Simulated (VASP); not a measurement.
AlN: single point with PBE exchange alone

Crystal: AlN.

```
Al N
1.0
     3.07093    0.00000    0.00000
    -1.53546    2.65950    0.00000
     0.00000    0.00000    4.91368
Al N
2 2
Direct
  0.66667 0.33333 0.50000
  0.33333 0.66667 0.00000
  0.66667 0.33333 0.88000
  0.33333 0.66667 0.38000
```

| Quantity | Value |
| --- | --- |
| Program | VASP 6.6.1 |
| Task | single point |
| Functional | PBE exchange alone |
| Potentials or basis | VASP PAW PBE potentials, release 64 (Al, N) |
| Cutoff | 520 eV |
| k mesh | 10 × 10 × 6 |
| Occupations | fermi-dirac, width 0.05 eV |
| Spin | no spin polarisation |

| Property | Result |
| --- | --- |
| Pressure | 28.1 GPa |
| Largest force | 0.157 eV/Å |
| Band gap on the k mesh | 4.91 eV, direct |

Forces on the atoms (eV/Å):
```
Al   0.000  0.000 -0.157
Al   0.000  0.000 -0.157
N    0.000  0.000  0.157
N    0.000  0.000  0.157
```

Stress tensor (GPa, compression positive):
```
27.48  0.00  0.00
 0.00 27.48  0.00
 0.00  0.00 29.48
```

Levels at points of the mesh, in eV from the valence-band top:
```
           k point  band 4  band 5  band 6  band 7  band 8  band 9  band 10  band 11  band 12  band 13
(0.00, 0.00, 0.00)   -0.84   -0.84   -0.19   -0.19    0.00    4.91     7.24    11.22    11.61    11.61
(0.50, 0.00, 0.00)   -4.16   -3.36   -2.09   -1.76   -0.66    6.20     6.26     8.79    10.86    11.32
(0.00, 0.00, 0.50)   -3.30   -0.52   -0.52   -0.52   -0.52    7.09     7.09    10.91    10.91    11.92
(0.50, 0.00, 0.50)   -5.63   -1.45   -1.45   -1.36   -1.36    5.77     5.77     9.77     9.77    12.48
```

It took 18 s on 1 thread of AMD EPYC 9R45 96-Core Processor (Zen 5) (shared host), peak memory 0.14 GiB.

A k mesh can miss the band edges.
